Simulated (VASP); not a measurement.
Runs of VASP 6.6.1 on KF. The structure is that of space group Fm-3m (No. 225), or close to it. The cells are those of the table. 

```csv
cell,gap on the mesh (eV),pressure (GPa)
"a = 3.828, b = 3.828, c = 3.875 Å, angles 59.6, 59.6, 60.8°, 2 atoms",5.88,-0.2
"a = 3.639, b = 3.639, c = 3.592 Å, angles 60.4, 60.4, 59.1°, 2 atoms",6.85,7.7
"a = 3.688, b = 3.688, c = 3.592 Å, angles 60.9, 60.9, 58.3°, 2 atoms",6.67,6.4
"a = 3.734, b = 3.734, c = 3.781 Å, angles 59.6, 59.6, 60.8°, 2 atoms",6.26,2.4
"a = 3.734, b = 3.734, c = 3.686 Å, angles 60.4, 60.4, 59.2°, 2 atoms",(a),3.5
"a = 3.639, b = 3.639, c = 3.686 Å, angles 59.6, 59.6, 60.9°, 2 atoms",6.67,(b)
"a = 3.592 Å, angles 60.0°, 2 atoms",7.04,9.3
"a = 3.875 Å, angles 60.0°, 2 atoms",5.79,-0.9
"a = 3.970 Å, angles 60.0°, 2 atoms",5.45,-2.4
"a = 3.923, b = 3.923, c = 3.970 Å, angles 59.6, 59.6, 60.8°, 2 atoms",5.54,-1.9
"a = 3.877, b = 3.877, c = 3.781 Å, angles 60.8, 60.8, 58.4°, 2 atoms",5.88,0.0
"a = 3.828, b = 3.828, c = 3.781 Å, angles 60.4, 60.4, 59.2°, 2 atoms",6.02,0.6
```

Alike in all rows: task single point; level PBE; potentials or basis VASP PAW PBE potentials, release 64 (K_sv, F); no spin polarisation; k mesh 8 × 8 × 8; cutoff (eV) 520; smearing gaussian 0.05 eV.

Question: Estimate the missing entries.

Answer: (a) 6.41; (b) 6.1.

A k mesh can miss the band edges.
